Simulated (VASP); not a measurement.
## Os: relaxation of cell and atoms with LDA

Crystal: Os.

```
Os
1.0
    -1.51798    1.51798    1.51798
     1.51798   -1.51798    1.51798
     1.51798    1.51798   -1.51798
Os
1
Direct
  0.00000 0.00000 0.00000
```

This isn't the form of Os at room conditions, which is hcp.

```
Program                : VASP 6.6.1
Task                   : relaxation of cell and atoms
Functional             : LDA
Potentials or basis    : VASP PAW LDA potentials, release 64 (Os)
Cutoff                 : 600 eV
k mesh                 : 14 × 14 × 14
Occupations            : fermi-dirac, width 0.1 eV
Spin                   : no spin polarisation
Dipole correction      : no
Further INCAR settings : ALGO = Normal; EDIFF = 1e-06; IBRION = 2; EDIFFG = -0.01; NSW = 80; ISIF = 3
```

```yaml
Relaxed_volume: 14.20 Å³/atom
Relaxed_cell: a = 2.642 Å, b = 2.642 Å, c = 2.642 Å, α = 109.47°, β = 109.47°, γ = 109.47°
Space_group_after_relaxing_to_0.1_Å: Im-3m (No. 229)
Energy_gained_by_relaxing: 4.0 meV/atom
Ionic_steps: 4
Pressure_after_relaxing: 0.0 GPa
Band_gap_on_the_k_mesh: zero (bands 4 and 5 overlap by 4.58 eV)
```

Step by step:
```
step  energy change (eV)  largest force (eV/Å)  pressure (GPa)  volume (Å³)
   1              0.0000                0.0000            6.18        13.99
   2              0.0617                0.0000          -21.65        15.11
   3             -0.0040                0.0000           -0.18        14.21
   4             -0.0040                0.0000           -0.03        14.20
```

Final structure:
```
CELL_PARAMETERS angstrom
-1.52548 1.52548 1.52548
1.52548 -1.52548 1.52548
1.52548 1.52548 -1.52548
ATOMIC_POSITIONS crystal
Os 0.00000 0.00000 0.00000
```

Levels at points of the mesh, in eV from the Fermi level:
```csv
k point,band 1,band 2,band 3,band 4,band 5,band 6,band 7,band 8
"(0.00, 0.00, 0.00)",-11.01,-3.43,-3.43,-3.43,-0.08,-0.08,16.31,16.31
"(0.50, 0.00, 0.00)",-7.87,-5.54,-0.21,-0.09,0.58,3.37,9.27,12.56
"(0.50, 0.50, 0.50)",-7.51,-7.51,2.51,2.51,2.51,8.06,8.06,8.06
```

It took 59 s on 1 thread of Intel Xeon 8259CL, on a shared host, peak memory 0.16 GiB.

Caveat: spin-orbit coupling is left out, which moves the levels of the heavy elements.
